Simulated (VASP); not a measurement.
Wanted: the native input for a VASP 6.6.1 run.

```yaml
Task: single point
Functional: r2SCAN
Potentials_or_basis: VASP PAW PBE potentials, release 64 (Al, N)
Cutoff: 520 eV
k_mesh: 12 × 12 × 6
Occupations: gaussian, width 0.05 eV
Spin: no spin polarisation
Dipole_correction: no
Further_INCAR_settings: ALGO = Normal; EDIFF = 1e-06; NBANDS = 16
```

AlN:

```
Al N
1.0
     2.95545    0.00000    0.00000
    -1.47773    2.55950    0.00000
     0.00000    0.00000    4.72910
Al N
2 2
Direct
  0.33333 0.66667 0.00000
  0.66667 0.33333 0.50000
  0.33333 0.66667 0.38500
  0.66667 0.33333 0.88500
```

This cell differs from its parent crystal: strain -0.050 along x and y, -0.050 along z.

One way to write it, as run:

POSCAR

```
AlN
1.0
    2.9554520440      0.0000000000      0.0000000000
   -1.4777260220      2.5594965498      0.0000000000
    0.0000000000      0.0000000000      4.7291000000
Al N
2 2
Direct
    0.3333333333      0.6666666667      0.0000000000
    0.6666666667      0.3333333333      0.5000000000
    0.3333333333      0.6666666667      0.3850000000
    0.6666666667      0.3333333333      0.8850000000
```

INCAR.step1

```
PREC     = Accurate       # precision mode
ENCUT    = 520            # plane-wave cutoff, eV
ISMEAR   = 0              # smearing method
SIGMA    = 0.05           # smearing width, eV
LREAL    = F              # projectors in reciprocal space
LASPH    = T              # aspherical terms in the spheres
NELM     = 100            # most SCF steps
NBANDS   = 16             # bands
GGA      = PE             # functional
ALGO     = Normal         # electronic algorithm
EDIFF    = 1E-4           # SCF threshold, eV
LWAVE    = T              # write WAVECAR
LCHARG   = F              # write CHGCAR
```

INCAR.step2

```
PREC     = Accurate       # precision mode
ENCUT    = 520            # plane-wave cutoff, eV
EDIFF    = 1E-6           # SCF threshold, eV
ISMEAR   = 0              # smearing method
SIGMA    = 0.05           # smearing width, eV
LREAL    = F              # projectors in reciprocal space
LASPH    = T              # aspherical terms in the spheres
NELM     = 100            # most SCF steps
ALGO     = Normal         # electronic algorithm
ISIF     = 2              # what is computed and relaxed
LWAVE    = F              # write WAVECAR
LCHARG   = F              # write CHGCAR
METAGGA  = R2SCAN         # meta-GGA
LMIXTAU  = T            
NBANDS   = 16             # bands
ISTART   = 1
```

KPOINTS

```
Automatic mesh
0
Gamma
  12 12 6
```

Potentials or basis: VASP PAW PBE potentials, release 64 (Al, N).

Command:

```sh
$ cat potpaw_PBE.64/Al/POTCAR potpaw_PBE.64/N/POTCAR > POTCAR
$ cp INCAR.step1 INCAR
$ mpirun -np 1 vasp_std > vasp.out
$ cp INCAR.step2 INCAR
$ mpirun -np 1 vasp_std > vasp.out
```

Results of the run:

```yaml
Pressure: 42.4 GPa
Largest_force: 0.200 eV/Å
Band_gap_on_the_k_mesh: 5.75 eV (least direct gap 6.33 eV)
```

Caveat: the cell differs from its parent crystal (strain -0.050 along x and y, -0.050 along z); the stress differs along the axes, from 38 to 45 GPa; the PAW data sets were made with another functional, which shifts forces and pressure a little.

Run time: 2.4 min on 1 thread of Intel Xeon 8259CL, on a shared host, peak memory 0.18 GiB.
